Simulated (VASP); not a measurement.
# CoO (Pm-3m) in VASP: a series of runs

CoO is run at these levels: PBE+U; tasks: single point, relaxation of cell and atoms.

Everything below comes from runs of VASP 6.6.1. Logs are shortened: lines on timing, memory, paths and dates and some standing lists are left out, and cuts for length are marked.

## (1) The cell of the first run

The structure is cubic, space group Pm-3m (No. 221). Conventional cell: a = 2.661 Å, b = 2.661 Å, c = 2.661 Å, α = 90.00°, β = 90.00°, γ = 90.00°. Within 3.0 Å of Co (site symmetry m-3m) lie 8 O at 2.30 Å and 6 Co at 2.66 Å. O (site symmetry m-3m) has 8 Co at 2.30 Å and 6 O at 2.66 Å within 3.0 Å.

## (2) Single point, PBE+U, collinear spin, antiferromagnetic start

Input file INCAR:

```
SYSTEM = CoO
PREC = Accurate ; ENCUT = 520
EDIFF = 1E-6 ; ISMEAR = 0
SIGMA = 0.02 ; LREAL = .False.
LASPH = .True. ; NELM = 150
ALGO = Normal ; ISIF = 2
LWAVE = .False. ; LCHARG = .False.
ISPIN = 2 ; MAGMOM = 3 -3 0 0
LORBIT = 11 ; LMAXMIX = 4
LDAU = .True. ; LDAUTYPE = 2
LDAUL = 2 -1 ; LDAUU = 3.32 0
LDAUJ = 0 0 ; LDAUPRINT = 1
GGA = PE ; NBANDS = 27
```

Input file KPOINTS:

```
Automatic mesh
0
Gamma
  10 10 5
  0 0 0
```

Input file POSCAR:

```
CoO
1.0
    2.6612513074      0.0000000000      0.0000000000
    0.0000000000      2.6612513074      2.6612513074
    0.0000000000      0.0000000000      5.3225026149
Co O
2 2
Direct
    0.0000000000      1.0000000000      1.0000000000
    0.0000000000      1.0000000000      0.5000000000
    0.5000000000      0.5000000000      0.0000000000
    0.5000000000      0.5000000000      0.5000000000
```

Potentials or basis: VASP PAW PBE potentials, release 64 (Co, O).

Launch:

```
$ cat potpaw_PBE.64/Co/POTCAR potpaw_PBE.64/O/POTCAR > POTCAR
$ mpirun -np 1 vasp_std > vasp.out
```

OUTCAR:

```text
SYSTEM = CoO
   PREC = Accurate
   ENCUT = 520
   EDIFF = 1E-6
   ISMEAR = 0
   LREAL = .False.
   LASPH = .True.
   NELM = 150
   ISIF = 2
   ISPIN = 2
   LORBIT = 11
   GGA = PE

 ion  position               nearest neighbor table
   1  0.000  0.000  0.000-   3 2.30   3 2.30   3 2.30   3 2.30   4 2.30   4 2.30   4 2.30   4 2.30
                             2 2.66   2 2.66   2 2.66   2 2.66
   2  0.000  0.000  0.500-   4 2.30   4 2.30   4 2.30   4 2.30   3 2.30   3 2.30   3 2.30   3 2.30
                             1 2.66   1 2.66   1 2.66   1 2.66
   3  0.500  0.500  0.000-   1 2.30   1 2.30   1 2.30   1 2.30   2 2.30   2 2.30   2 2.30   2 2.30

   4  0.500  0.500  0.500-   2 2.30   2 2.30   2 2.30   2 2.30   1 2.30   1 2.30   1 2.30   1 2.30

  LATTYP: Found a simple tetragonal cell.
 ALAT       =     3.7635776919
 C/A-ratio  =     0.7071067812

  Lattice vectors:

 A1 = (   0.0000000000,   2.6612513074,  -2.6612513075)
 A2 = (   0.0000000000,   2.6612513074,   2.6612513074)
 A3 = (   2.6612513074,   0.0000000000,   0.0000000000)

Analysis of symmetry for initial positions (statically):
=====================================================================
 Subroutine PRICEL returns following result:

  LATTYP: Found a simple cubic cell.
 ALAT       =     2.6612513074
[... 12 lines left out ...]
 Subroutine GETGRP returns: Found 16 space group operations
 (whereof 16 operations were pure point group operations)
 out of a pool of 16 trial point group operations.

The static configuration has the point symmetry D_4h.

Analysis of symmetry for dynamics (positions and initial velocities):
=====================================================================
 Subroutine PRICEL returns following result:

  LATTYP: Found a simple cubic cell.
 ALAT       =     2.6612513074
[... 12 lines left out ...]
 Subroutine GETGRP returns: Found 16 space group operations
 (whereof 16 operations were pure point group operations)
 out of a pool of 16 trial point group operations.

The dynamic configuration has the point symmetry D_4h.

Analysis of structural, dynamic, and magnetic symmetry:
=====================================================================
 Subroutine PRICEL returns following result:

  LATTYP: Found a simple cubic cell.
 ALAT       =     2.6612513074
[... 12 lines left out ...]
 Subroutine GETGRP returns: Found 16 space group operations
 (whereof 16 operations were pure point group operations)
 out of a pool of 16 trial point group operations.

The overall configuration has the point symmetry D_4h.

 Subroutine INISYM returns: Found 16 space group operations
 (whereof 16 operations are pure point group operations),
 and found     2 'primitive' translations

----------------------------------------------------------------------------------------

                                     Primitive cell

  volume of cell :      18.8477

  direct lattice vectors                    reciprocal lattice vectors
     2.661251307  0.000000000  0.000000000     0.375763085  0.000000000  0.000000000
     0.000000000  2.661251307 -0.000000000     0.000000000  0.375763085  0.000000000
     0.000000000  0.000000000  2.661251307     0.000000000  0.000000000  0.375763085

  length of vectors
     2.661251307  2.661251307  2.661251307     0.375763085  0.375763085  0.375763085

  position of ions in fractional coordinates (direct lattice)
     0.000000000  0.000000000  0.000000000
     0.500000000  0.500000000  0.500000000

  ion indices of the primitive-cell ions
   primitive index   ion index
[... 136 lines left out ...]
 -0.0000 -0.0000  0.0000  0.1072 -0.0000
  0.0000  0.0000  0.0004 -0.0000  0.9491

 occupancies and eigenvectors

  o =  0.1072  v =  0.0000  0.0000  0.0000  0.0000  0.0000  0.9238  0.0000 -0.0000  0.3829  0.0000      0.0000  0.0000  0.0000  0.0000  0.0000  0.0000  0.0000  0.0000  0.0000  0.0000
  o =  0.1072  v =  0.0000  0.0000  0.0000  0.0000  0.0000  0.3829  0.0000 -0.0000 -0.9238 -0.0000      0.0000  0.0000  0.0000  0.0000  0.0000  0.0000  0.0000  0.0000  0.0000  0.0000
  o =  0.1120  v =  0.0000  0.0000  0.0000  0.0000  0.0000 -0.0000  1.0000 -0.0000  0.0000 -0.0000      0.0000  0.0000  0.0000  0.0000  0.0000  0.0000  0.0000  0.0000  0.0000  0.0000
  o =  0.9489  v =  0.0000  0.0000  0.0000  0.0000  0.0000  0.0000 -0.0000  0.5000  0.0000 -0.8660      0.0000  0.0000  0.0000  0.0000  0.0000  0.0000  0.0000  0.0000  0.0000  0.0000
  o =  0.9498  v =  0.0000  0.0000  0.0000  0.0000  0.0000 -0.0000 -0.0000 -0.8660  0.0000 -0.5000      0.0000  0.0000  0.0000  0.0000  0.0000  0.0000  0.0000  0.0000  0.0000  0.0000
  o =  0.9600  v = -0.0000 -0.0000 -0.5000 -0.0000  0.8660  0.0000  0.0000  0.0000  0.0000  0.0000      0.0000  0.0000  0.0000  0.0000  0.0000  0.0000  0.0000  0.0000  0.0000  0.0000
  o =  0.9602  v = -0.0000 -0.0000 -0.8660  0.0000 -0.5000  0.0000  0.0000  0.0000  0.0000  0.0000      0.0000  0.0000  0.0000  0.0000  0.0000  0.0000  0.0000  0.0000  0.0000  0.0000
  o =  0.9886  v = -0.0000  1.0000 -0.0000  0.0000  0.0000  0.0000  0.0000  0.0000  0.0000  0.0000      0.0000  0.0000  0.0000  0.0000  0.0000  0.0000  0.0000  0.0000  0.0000  0.0000
  o =  0.9895  v = -0.9239 -0.0000  0.0000 -0.3827 -0.0000  0.0000  0.0000  0.0000  0.0000  0.0000      0.0000  0.0000  0.0000  0.0000  0.0000  0.0000  0.0000  0.0000  0.0000  0.0000
  o =  0.9895  v = -0.3827 -0.0000  0.0000  0.9239  0.0000  0.0000  0.0000  0.0000  0.0000  0.0000      0.0000  0.0000  0.0000  0.0000  0.0000  0.0000  0.0000  0.0000  0.0000  0.0000

atom =   2  type =  1  l = 2

 onsite density matrix

spin component  1

  0.1072 -0.0000  0.0000 -0.0000 -0.0000
 -0.0000  0.1120  0.0000 -0.0000  0.0000
  0.0000  0.0000  0.9496 -0.0000  0.0004
 -0.0000 -0.0000 -0.0000  0.1072 -0.0000
 -0.0000  0.0000  0.0004 -0.0000  0.9491

spin component  2

  0.9895  0.0000 -0.0000 -0.0000  0.0000
  0.0000  0.9886 -0.0000  0.0000  0.0000
 -0.0000 -0.0000  0.9601  0.0000  0.0001
 -0.0000  0.0000  0.0000  0.9895 -0.0000
  0.0000  0.0000  0.0001 -0.0000  0.9601

 occupancies and eigenvectors

  o =  0.1072  v = -0.9238 -0.0000  0.0000 -0.3830 -0.0000  0.0000  0.0000  0.0000  0.0000  0.0000      0.0000  0.0000  0.0000  0.0000  0.0000  0.0000  0.0000  0.0000  0.0000  0.0000
  o =  0.1072  v =  0.3830 -0.0000  0.0000 -0.9238 -0.0000  0.0000  0.0000  0.0000  0.0000  0.0000      0.0000  0.0000  0.0000  0.0000  0.0000  0.0000  0.0000  0.0000  0.0000  0.0000
  o =  0.1120  v =  0.0000  1.0000 -0.0000 -0.0000 -0.0000  0.0000  0.0000  0.0000  0.0000  0.0000      0.0000  0.0000  0.0000  0.0000  0.0000  0.0000  0.0000  0.0000  0.0000  0.0000
  o =  0.9489  v =  0.0000 -0.0000  0.5000  0.0000 -0.8660  0.0000  0.0000  0.0000  0.0000  0.0000      0.0000  0.0000  0.0000  0.0000  0.0000  0.0000  0.0000  0.0000  0.0000  0.0000
  o =  0.9498  v =  0.0000 -0.0000 -0.8660 -0.0000 -0.5000  0.0000  0.0000  0.0000  0.0000  0.0000      0.0000  0.0000  0.0000  0.0000  0.0000  0.0000  0.0000  0.0000  0.0000  0.0000
  o =  0.9600  v =  0.0000  0.0000  0.0000  0.0000  0.0000  0.0000  0.0000  0.5000 -0.0000 -0.8660      0.0000  0.0000  0.0000  0.0000  0.0000  0.0000  0.0000  0.0000  0.0000  0.0000
  o =  0.9602  v =  0.0000  0.0000  0.0000  0.0000  0.0000  0.0000  0.0000  0.8660  0.0000  0.5000      0.0000  0.0000  0.0000  0.0000  0.0000  0.0000  0.0000  0.0000  0.0000  0.0000
  o =  0.9886  v =  0.0000  0.0000  0.0000  0.0000  0.0000 -0.0000  1.0000 -0.0000 -0.0000  0.0000      0.0000  0.0000  0.0000  0.0000  0.0000  0.0000  0.0000  0.0000  0.0000  0.0000
  o =  0.9895  v =  0.0000  0.0000  0.0000  0.0000  0.0000 -0.9239 -0.0000  0.0000 -0.3827  0.0000      0.0000  0.0000  0.0000  0.0000  0.0000  0.0000  0.0000  0.0000  0.0000  0.0000
  o =  0.9895  v =  0.0000  0.0000  0.0000  0.0000  0.0000 -0.3827  0.0000  0.0000  0.9239 -0.0000      0.0000  0.0000  0.0000  0.0000  0.0000  0.0000  0.0000  0.0000  0.0000  0.0000

 number of electron      29.9999978 magnetization      -0.0000000

 Free energy of the ion-electron system (eV)
  ---------------------------------------------------
  ext. energy  EPLUGINS =         0.00000000
  ---------------------------------------------------
  free energy    TOTEN  =       -22.60323415 eV

  energy without entropy =      -22.60323415  energy(sigma->0) =      -22.60323415

 E-fermi :   7.6497     XC(G=0): -12.6409

 val. band max:        7.4717037078   @ k =   0.0000   0.5000   0.0000
 cond. band min:       8.7102561078   @ k =   0.0000   0.0000   0.0000
 fundamental gap:      1.2385524000
 Fermi energy:         7.6496737960

 spin component 1

 k-point     1 :       0.0000    0.0000    0.0000
  band No.  band energies     occupation
      1     -11.2867      1.00000
      2      -9.4546      1.00000
      3       2.6207      1.00000
      4       2.6207      1.00000
      5       2.6705      1.00000
      6       2.9386      1.00000
[... 1433 lines left out ...]
     26      25.8664      0.00000
     27      28.0061      0.00000

 [... further k-points ...]
[... 5 lines left out ...]
  --------------------------------------------------------------------------------------
  -------------------------------------------------------------------------------------
  Total       -0.9435714     -1.0189086     -1.0189086      0.0000000      0.0000000     -0.0000000
  in kB      -40.1049221    -43.3070051    -43.3070051      0.0000000      0.0000000     -0.0000000
  external PRESSURE =     -42.2396441 kB  Pullay stress =       0.0000000 kB

 VOLUME and BASIS-vectors are now :
 -----------------------------------------------------------------------------
  energy-cutoff  :      520.00
  volume of cell :       37.70
      direct lattice vectors                 reciprocal lattice vectors
     2.661251307  0.000000000  0.000000000     0.375763085  0.000000000  0.000000000
     0.000000000  2.661251307  2.661251307     0.000000000  0.375763085  0.000000000
     0.000000000  0.000000000  5.322502615     0.000000000 -0.187881542  0.187881542

 POSITION                                       TOTAL-FORCE (eV/Angst)
 -----------------------------------------------------------------------------------
      0.00000      0.00000      0.00000         0.000000      0.000000     -0.000000
      0.00000      0.00000      2.66125         0.000000      0.000000      0.000000
      1.33063      1.33063      1.33063        -0.000000     -0.000000      0.000000
      1.33063      1.33063      3.99188        -0.000000     -0.000000      0.000000
 -----------------------------------------------------------------------------------
    total drift:                                0.000000      0.000000      0.000000

  FREE ENERGIE OF THE ION-ELECTRON SYSTEM (eV)
  ---------------------------------------------------
  free  energy   TOTEN  =       -22.6032341461 eV

  energy  without entropy=      -22.6032341461  energy(sigma->0) =      -22.60323415

 total charge

# of ion       s       p       d       tot
------------------------------------------
    1        0.286   0.323   7.092   7.701
    2        0.286   0.323   7.092   7.701
    3        1.571   3.378   0.000   4.949
    4        1.571   3.378   0.000   4.949
--------------------------------------------------
tot          3.714   7.401  14.183  25.298

 magnetization (x)

# of ion       s       p       d       tot
------------------------------------------
    1        0.021   0.019   2.661   2.701
    2       -0.021  -0.019  -2.661  -2.701
    3        0.000   0.000   0.000   0.000
    4        0.000   0.000   0.000   0.000
--------------------------------------------------
tot          0.000   0.000   0.000   0.000
```

Run time: 78 s. Hardware: 1 thread of Intel Xeon 6975P-C (Granite Rapids), shared host; peak memory 0.24 GiB.

What came out:

* Free energy: -22.6032 eV
* Pressure: -4.2 GPa
* Band gap on the k mesh: 1.24 eV
* Net moment: 0.00 μB per cell
* Site moments: Co +2.70, -2.70; O +0.00 μB
* Valence electrons inside the program's atomic spheres: Co 7.70; O 4.95

Eigenvalues of the final occupation matrices:
```csv
site,spin,trace,eigenvalues
site 1 d,1,4.89,0.96 0.96 0.99 0.99 0.99
site 1 d,2,2.23,0.11 0.11 0.11 0.95 0.95
site 2 d,1,2.23,0.11 0.11 0.11 0.95 0.95
site 2 d,2,4.89,0.96 0.96 0.99 0.99 0.99
```

Caveat: the cell stands under tension; an odd mesh through Γ misses points on the zone boundary, where band edges can lie.

[end of part 1 of 2]
